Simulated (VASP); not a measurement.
# CoO (R-3m) in VASP: a series of runs

The runs below take CoO through single point, phonons, with PBE+U.

All numbers are computed with VASP 6.6.1; they aren't measurements. Logs are shortened: lines on timing, memory, paths and dates and some standing lists are left out, and cuts for length are marked.

### 1 The cell of the first run

The structure is trigonal, space group R-3m (No. 166). Conventional cell: a = 2.998 Å, b = 2.998 Å, c = 7.236 Å, α = 90.00°, β = 90.00°, γ = 120.00°. Within 2.8 Å of Co (site symmetry -3m) lie 6 O at 2.11 Å. Within 2.8 Å of O (site symmetry -3m) lie 6 Co at 2.11 Å.

### 2 Single point, PBE+U, collinear spin, ferromagnetic start

Input file INCAR:

```
SYSTEM = CoO
PREC     = Accurate       ! precision mode
ENCUT    = 520            ! plane-wave cutoff, eV
EDIFF    = 1E-6           ! SCF threshold, eV
ISMEAR   = 0              ! smearing method
SIGMA    = 0.02           ! smearing width, eV
LREAL    = .FALSE.        ! projectors in reciprocal space
LASPH    = .TRUE.         ! aspherical terms in the spheres
NELM     = 150            ! most SCF steps
ALGO     = Normal         ! electronic algorithm
ISIF     = 2              ! what is computed and relaxed
LWAVE    = .FALSE.        ! write WAVECAR
LCHARG   = .FALSE.        ! write CHGCAR
ISPIN    = 2              ! spin polarisation
MAGMOM   = 2.86 0.25      ! initial moments
LORBIT   = 11             ! projections on sites
LMAXMIX  = 4              ! l up to which the mixer works
LDAU     = .TRUE.         ! DFT+U
LDAUTYPE = 2            
LDAUL    = 2 -1           ! shell
LDAUU    = 3.32 0         ! U, eV
LDAUJ    = 0 0          
LDAUPRINT= 1            
GGA      = PE             ! functional
NBANDS   = 18             ! bands
```

Input file KPOINTS:

```
Automatic mesh
0
G
  12 12 12
  0 0 0
```

Input file POSCAR:

```
CoO
1.0
    1.4989418984      0.8654145085      2.4121645444
   -1.4989418984      0.8654145085      2.4121645444
    0.0000000000     -1.7308290171      2.4121645444
Co O
1 1
Direct
    0.0000000000      0.0000000000      0.0000000000
    0.5000000000      0.5000000000      0.5000000000
```

Potentials or basis: VASP PAW PBE potentials, release 64 (Co, O).

The run is started by

```bash
> cat potpaw_PBE.64/Co/POTCAR potpaw_PBE.64/O/POTCAR > POTCAR
> mpirun -np 1 vasp_std > vasp.out
```

OUTCAR:

```text
SYSTEM = CoO
   PREC = Accurate
   ENCUT = 520
   EDIFF = 1E-6
   ISMEAR = 0
   LREAL = .FALSE.
   LASPH = .TRUE.
   NELM = 150
   ISIF = 2
   ISPIN = 2
   LORBIT = 11
   GGA = PE

 ion  position               nearest neighbor table
   1  0.000  0.000  0.000-   2 2.11   2 2.11   2 2.11   2 2.11   2 2.11   2 2.11
   2  0.500  0.500  0.500-   1 2.11   1 2.11   1 2.11   1 2.11   1 2.11   1 2.11

  LATTYP: Found a trigonal (rhomboedric) cell.
 ALAT       =     2.9688898389
 COS(alpha) =     0.4901863875

  Lattice vectors:

 A1 = (   1.4989418984,   0.8654145085,   2.4121645444)
 A2 = (  -1.4989418984,   0.8654145085,   2.4121645444)
 A3 = (   0.0000000000,  -1.7308290171,   2.4121645444)

Analysis of symmetry for initial positions (statically):
=====================================================================
 Subroutine PRICEL returns:
 Original cell was already a primitive cell.

 Routine SETGRP: Setting up the symmetry group for a
 trigonal (rhombohedral) supercell.

 Subroutine GETGRP returns: Found 12 space group operations
 (whereof 12 operations were pure point group operations)
 out of a pool of 12 trial point group operations.

The static configuration has the point symmetry D_3d.

Analysis of symmetry for dynamics (positions and initial velocities):
=====================================================================
 Subroutine PRICEL returns:
 Original cell was already a primitive cell.

 Routine SETGRP: Setting up the symmetry group for a
 trigonal (rhombohedral) supercell.

 Subroutine GETGRP returns: Found 12 space group operations
 (whereof 12 operations were pure point group operations)
 out of a pool of 12 trial point group operations.

The dynamic configuration has the point symmetry D_3d.

Analysis of structural, dynamic, and magnetic symmetry:
=====================================================================
 Subroutine PRICEL returns:
 Original cell was already a primitive cell.

 Routine SETGRP: Setting up the symmetry group for a
 trigonal (rhombohedral) supercell.

 Subroutine GETGRP returns: Found 12 space group operations
 (whereof 12 operations were pure point group operations)
 out of a pool of 12 trial point group operations.

The overall configuration has the point symmetry D_3d.

 Subroutine INISYM returns: Found 12 space group operations
 (whereof 12 operations are pure point group operations),
 and found     1 'primitive' translations

----------------------------------------------------------------------------------------

                                     Primitive cell

  volume of cell :      18.7744

  direct lattice vectors                    reciprocal lattice vectors
     1.498941898  0.865414509  2.412164544     0.333568633  0.192585940  0.138188472
    -1.498941898  0.865414509  2.412164544    -0.333568633  0.192585940  0.138188472
     0.000000000 -1.730829017  2.412164544     0.000000000 -0.385171880  0.138188472

  length of vectors
     2.968889839  2.968889839  2.968889839     0.409210742  0.409210742  0.409210742

  position of ions in fractional coordinates (direct lattice)
     0.000000000  0.000000000  0.000000000
     0.500000000  0.500000000  0.500000000

  ion indices of the primitive-cell ions
   primitive index   ion index
                 1           1
                 2           2

----------------------------------------------------------------------------------------

 KPOINTS: Automatic mesh

Automatic generation of k-mesh.
 Grid dimensions read from file:
 generate k-points for:   12   12   12

 Generating k-lattice:

  Cartesian coordinates                     Fractional coordinates (reciprocal lattice)
[... 65 lines left out ...]
   NFREE  =      0    steps in history (QN), initial steepest desc. (CG)
   ISIF   =      2    stress and relaxation
   ISYM   =      2    0-nonsym 1-usesym 2-fastsym
   POTIM  = 0.5000    time-step for ionic-motion
   TEBEG  =    0.0;   TEEND  =   0.0 temperature during run
   PSTRESS=    0.0 pullay stress
   NELECT =      15.0000    total number of electrons
   NUPDOWN=      -1.0000    fix difference up-down
   EMIN   =  10.00;   EMAX   =-10.00  energy-range for DOS
   EFERMI =   0.00;   METHOD = LEGACY
   ISMEAR =     0;   SIGMA  =   0.02  broadening in eV -4-tet -1-fermi 0-gaus
   EFERMI_NEDOS =   21; number of points for ismear=-14 and -15
   IALGO  =     38    algorithm
   IMIX   =      4    mixing-type and parameters
     AMIX     =   0.40;   BMIX     =  1.00
     AMIX_MAG =   1.60;   BMIX_MAG =  1.00
  volume/ion in A,a.u.               =       9.39        63.35
  Fermi-wavevector in a.u.,A,eV,Ry     =   1.519088  2.870660 31.397180  2.307628
  Thomas-Fermi vector in A             =   2.628121
   LORBIT       =     11    0 simple, 1 ext, 2 COOP (PROOUT), +10 PAW based schemes
 LDA+U is selected, type is set to LDAUTYPE =  2
   angular momentum for each species LDAUL =     2   -1
   U (eV)           for each species LDAUU =   3.3  0.0
   J (eV)           for each species LDAUJ =   0.0  0.0
   GGA     = PE    functional components
   LHFCALC =     F    Hartree Fock is set to
   AEXX    =    0.0000 exact exchange contribution
   IVDW    =     0    specifies the selected vdW correction
   LEPSILON=     F    determine dielectric tensor
   LRPA    =     F    only Hartree local field effects (RPA)
 spin polarized calculation
 Gauss-broadening in eV      SIGMA  =   0.02
  energy-cutoff  :      520.00
  volume of cell :       18.77
 maximum number of plane-waves:       531
 NGX is ok and might be reduce to    24
   NGX = 11   NGY = 11   NGZ = 11

atom =   1  type =  1  l = 2

 onsite density matrix

spin component  1

  0.9852 -0.0000  0.0000 -0.0218 -0.0000
 -0.0000  1.0000 -0.0000  0.0000 -0.0218
  0.0000 -0.0000  0.9671 -0.0000 -0.0000
 -0.0218  0.0000 -0.0000  1.0000 -0.0000
 -0.0000 -0.0218 -0.0000 -0.0000  0.9852

spin component  2

  0.4670  0.0000  0.0000  0.1234 -0.0000
  0.0000  0.1788 -0.0000 -0.0000  0.1234
  0.0000 -0.0000  0.9580  0.0000 -0.0000
  0.1234 -0.0000  0.0000  0.1788 -0.0000
 -0.0000  0.1234 -0.0000 -0.0000  0.4670

 occupancies and eigenvectors

  o =  0.1332  v =  0.0000  0.0000  0.0000  0.0000  0.0000  0.0000 -0.9380 -0.0000 -0.0000  0.3467      0.0000  0.0000  0.0000  0.0000  0.0000  0.0000  0.0000  0.0000  0.0000  0.0000
  o =  0.1332  v =  0.0000  0.0000  0.0000  0.0000  0.0000 -0.3467  0.0000  0.0000  0.9380 -0.0000      0.0000  0.0000  0.0000  0.0000  0.0000  0.0000  0.0000  0.0000  0.0000  0.0000
  o =  0.5126  v =  0.0000  0.0000  0.0000  0.0000  0.0000 -0.9380 -0.0000 -0.0000 -0.3467  0.0000      0.0000  0.0000  0.0000  0.0000  0.0000  0.0000  0.0000  0.0000  0.0000  0.0000
  o =  0.5126  v =  0.0000  0.0000  0.0000  0.0000  0.0000  0.0000 -0.3467 -0.0000  0.0000 -0.9380      0.0000  0.0000  0.0000  0.0000  0.0000  0.0000  0.0000  0.0000  0.0000  0.0000
  o =  0.9580  v =  0.0000  0.0000  0.0000  0.0000  0.0000  0.0000 -0.0000  1.0000 -0.0000 -0.0000      0.0000  0.0000  0.0000  0.0000  0.0000  0.0000  0.0000  0.0000  0.0000  0.0000
  o =  0.9671  v = -0.0000  0.0000  1.0000 -0.0000  0.0000  0.0000  0.0000  0.0000  0.0000  0.0000      0.0000  0.0000  0.0000  0.0000  0.0000  0.0000  0.0000  0.0000  0.0000  0.0000
  o =  0.9696  v =  0.8128  0.0000 -0.0000  0.5826  0.0000  0.0000  0.0000  0.0000  0.0000  0.0000      0.0000  0.0000  0.0000  0.0000  0.0000  0.0000  0.0000  0.0000  0.0000  0.0000
  o =  0.9696  v =  0.0000 -0.5826  0.0000  0.0000 -0.8128  0.0000  0.0000  0.0000  0.0000  0.0000      0.0000  0.0000  0.0000  0.0000  0.0000  0.0000  0.0000  0.0000  0.0000  0.0000
  o =  1.0156  v = -0.0000  0.8128 -0.0000  0.0000 -0.5826  0.0000  0.0000  0.0000  0.0000  0.0000      0.0000  0.0000  0.0000  0.0000  0.0000  0.0000  0.0000  0.0000  0.0000  0.0000
  o =  1.0156  v = -0.5826 -0.0000 -0.0000  0.8128  0.0000  0.0000  0.0000  0.0000  0.0000  0.0000      0.0000  0.0000  0.0000  0.0000  0.0000  0.0000  0.0000  0.0000  0.0000  0.0000

 number of electron      15.0000001 magnetization       3.0000469

 Free energy of the ion-electron system (eV)
  ---------------------------------------------------
  ext. energy  EPLUGINS =         0.00000000
  ---------------------------------------------------
  free energy    TOTEN  =       -11.47843237 eV

  energy without entropy =      -11.47817381  energy(sigma->0) =      -11.47830309

 E-fermi :   8.1093     XC(G=0): -12.5456

 val. band max:        8.1008045661   @ k =   0.5000   0.0000  -0.0000
 cond. band min:       8.1121907741   @ k =  -0.3333   0.3333   0.2500
 fundamental gap:      0.0113862080
 Fermi energy:         8.1092648343

 spin component 1

 k-point     1 :       0.0000    0.0000    0.0000
  band No.  band energies     occupation
      1     -11.9607      1.00000
      2       3.1718      1.00000
      3       3.1718      1.00000
      4       3.3608      1.00000
      5       3.3608      1.00000
      6       4.0844      1.00000
[... 1001 lines left out ...]
     17      36.7831      0.00000
     18      38.4646      0.00000

 [... further k-points ...]

------------------------ aborting loop because EDIFF is reached ----------------------------------------

  FORCE on cell =-STRESS in cart. coord.  units (eV):
  Direction    XX          YY          ZZ          XY          YZ          ZX
  --------------------------------------------------------------------------------------
  -------------------------------------------------------------------------------------
  Total        0.7160274      0.7160274      0.5740429      0.0000000     -0.0000000      0.0000000
  in kB       61.1044802     61.1044802     48.9877837      0.0000000     -0.0000000      0.0000000
  external PRESSURE =      57.0655813 kB  Pullay stress =       0.0000000 kB

 VOLUME and BASIS-vectors are now :
 -----------------------------------------------------------------------------
  energy-cutoff  :      520.00
  volume of cell :       18.77
      direct lattice vectors                 reciprocal lattice vectors
     1.498941898  0.865414509  2.412164544     0.333568633  0.192585940  0.138188472
    -1.498941898  0.865414509  2.412164544    -0.333568633  0.192585940  0.138188472
     0.000000000 -1.730829017  2.412164544     0.000000000 -0.385171880  0.138188472

 POSITION                                       TOTAL-FORCE (eV/Angst)
 -----------------------------------------------------------------------------------
      0.00000      0.00000      0.00000         0.000000      0.000000     -0.000000
      0.00000     -0.00000      3.61825         0.000000     -0.000000      0.000000
 -----------------------------------------------------------------------------------
    total drift:                               -0.000000      0.000000     -0.000000

  FREE ENERGIE OF THE ION-ELECTRON SYSTEM (eV)
  ---------------------------------------------------
  free  energy   TOTEN  =       -11.4784323653 eV

  energy  without entropy=      -11.4781738093  energy(sigma->0) =      -11.47830309

 total charge

# of ion       s       p       d       tot
------------------------------------------
    1        0.306   0.384   7.162   7.852
    2        1.553   3.464   0.000   5.017
--------------------------------------------------
tot          1.859   3.848   7.162  12.869

 magnetization (x)

# of ion       s       p       d       tot
------------------------------------------
    1        0.021   0.018   2.686   2.725
    2        0.024   0.233   0.000   0.257
--------------------------------------------------
tot          0.045   0.251   2.686   2.982
```

It took 2.3 min on 1 thread of Intel Xeon Platinum 8259CL at 2.50GHz (Skylake/Cascade Lake), shared host; peak memory 0.22 GiB.

Results:

```yaml
Free_energy: -11.4784 eV
Pressure: 5.7 GPa
Band_gap_on_the_k_mesh: zero (filled and empty bands overlap)
Net_moment: 3.00 μB per cell
Site_moments: Co +2.73; O +0.26 μB
Valence_electrons_inside_the_program's_atomic_spheres: Co 7.85; O 5.02
```

Levels at points of the mesh, in eV from the Fermi level:
Spin up:
```csv
k point,band 5,band 6,band 7,band 8,band 9,band 10,band 11,band 12,band 13,band 14
"(0.00, 0.00, 0.00)",-4.75,-4.02,-2.86,-2.86,-2.74,1.42,17.20,17.40,17.40,18.02
"(0.50, 0.00, 0.00)",-4.06,-3.53,-3.00,-0.42,-0.37,5.40,9.81,13.77,14.06,20.41
"(0.50, 0.50, 0.00)",-4.16,-4.03,-3.93,-3.79,-3.25,6.23,10.35,11.20,16.20,16.49
"(0.50, 0.50, 0.50)",-4.07,-4.07,-2.48,-0.40,-0.40,5.33,10.03,13.58,13.58,20.40
```
Spin down:
| k point | band 3 | band 4 | band 5 | band 6 | band 7 | band 8 | band 9 | band 10 |
| --- | --- | --- | --- | --- | --- | --- | --- | --- |
| (0.00, 0.00, 0.00) | -2.36 | -2.36 | -2.26 | -0.95 | -0.95 | 1.46 | 1.46 | 1.97 |
| (0.50, 0.00, 0.00) | -4.33 | -4.11 | -1.42 | -0.01 | 0.54 | 3.88 | 3.99 | 5.69 |
| (0.50, 0.50, 0.00) | -3.68 | -3.58 | -2.89 | -0.53 | 0.28 | 2.07 | 2.39 | 7.20 |
| (0.50, 0.50, 0.50) | -4.39 | -4.39 | -1.04 | 0.41 | 0.41 | 3.89 | 3.89 | 5.60 |

Eigenvalues of the final occupation matrices:
| site | spin | trace | eigenvalues |
| --- | --- | --- | --- |
| site 1 d | 1 | 4.94 | 0.97 0.97 0.97 1.02 1.02 |
| site 1 d | 2 | 2.25 | 0.13 0.13 0.51 0.51 0.96 |

Caveat: a cell with one magnetic atom can't hold antiferromagnetic order, which such compounds often take.

### 3 Single point, PBE+U, collinear spin, ferromagnetic start

Input file INCAR:

```
SYSTEM = CoO
PREC     = Accurate       ! precision mode
ENCUT    = 520            ! plane-wave cutoff, eV
EDIFF    = 1E-7           ! SCF threshold, eV
ISMEAR   = 0              ! smearing method
SIGMA    = 0.02           ! smearing width, eV
LREAL    = .False.        ! projectors in reciprocal space
LASPH    = .True.         ! aspherical terms in the spheres
NELM     = 150            ! most SCF steps
ALGO     = Normal         ! electronic algorithm
ISIF     = 2              ! what is computed and relaxed
LWAVE    = .False.        ! write WAVECAR
LCHARG   = .True.         ! write CHGCAR
ISPIN    = 2              ! spin polarisation
MAGMOM   = 2.85 0.26      ! initial moments
LORBIT   = 11             ! projections on sites
LMAXMIX  = 4              ! l up to which the mixer works
LDAU     = .True.         ! DFT+U
LDAUTYPE = 2            
LDAUL    = 2 -1           ! shell
LDAUU    = 3.32 0         ! U, eV
LDAUJ    = 0 0          
LDAUPRINT= 1            
GGA      = PE             ! functional
LELF     = .True.         ! ELF
LVHAR    = .True.       
NBANDS   = 18             ! bands
```

Input file KPOINTS:

```
Automatic mesh
0
Gamma
  12 12 12
  0 0 0
```

POSCAR is that of step 2.

Potentials or basis: VASP PAW PBE potentials, release 64 (Co, O).

The run is started by

```bash
> cat potpaw_PBE.64/Co/POTCAR potpaw_PBE.64/O/POTCAR > POTCAR
> mpirun -np 1 vasp_std > vasp.out
```

Wall time 2.4 min (1 thread of Intel Xeon Platinum 8259CL at 2.50GHz (Skylake/Cascade Lake), shared host); peak memory 0.23 GiB.

Results (log left out):

```
Free energy                                           : -11.4784 eV
Pressure                                              : 5.7 GPa
Band gap on the k mesh                                : zero (filled and empty bands overlap)
Net moment                                            : 3.00 μB per cell
Site moments                                          : Co +2.73; O +0.26 μB
Valence electrons inside the program's atomic spheres : Co 7.85; O 5.02
```

Stress tensor (GPa, compression positive):
```
6.11 0.00 0.00
0.00 6.11 0.00
0.00 0.00 4.90
```

Levels at points of the mesh, in eV from the Fermi level:
Spin up:
```tsv
k point	band 7	band 8	band 9	band 10	band 11	band 12
(0.00, 0.00, 0.00)	-2.86	-2.86	-2.74	1.42	17.20	17.40
(0.50, 0.00, 0.00)	-3.00	-0.42	-0.37	5.40	9.81	13.77
(0.50, 0.50, 0.00)	-3.93	-3.79	-3.25	6.23	10.35	11.20
(0.50, 0.50, 0.50)	-2.48	-0.40	-0.40	5.33	10.03	13.58
```
Spin down:
```csv
k point,band 3,band 4,band 5,band 6,band 7,band 8,band 9,band 10
"(0.00, 0.00, 0.00)",-2.36,-2.36,-2.26,-0.95,-0.95,1.46,1.46,1.97
"(0.50, 0.00, 0.00)",-4.33,-4.11,-1.42,-0.01,0.54,3.88,3.99,5.69
"(0.50, 0.50, 0.00)",-3.68,-3.58,-2.89,-0.53,0.28,2.07,2.39,7.20
"(0.50, 0.50, 0.50)",-4.39,-4.39,-1.04,0.41,0.41,3.89,3.89,5.60
```

Eigenvalues of the final occupation matrices:
```tsv
site	spin	trace	eigenvalues
site 1 d	1	4.94	0.97 0.97 0.97 1.02 1.02
site 1 d	2	2.25	0.13 0.13 0.51 0.51 0.96
```

Caveat: a cell with one magnetic atom can't hold antiferromagnetic order, which such compounds often take.

(Continued in part 2 of 2.)
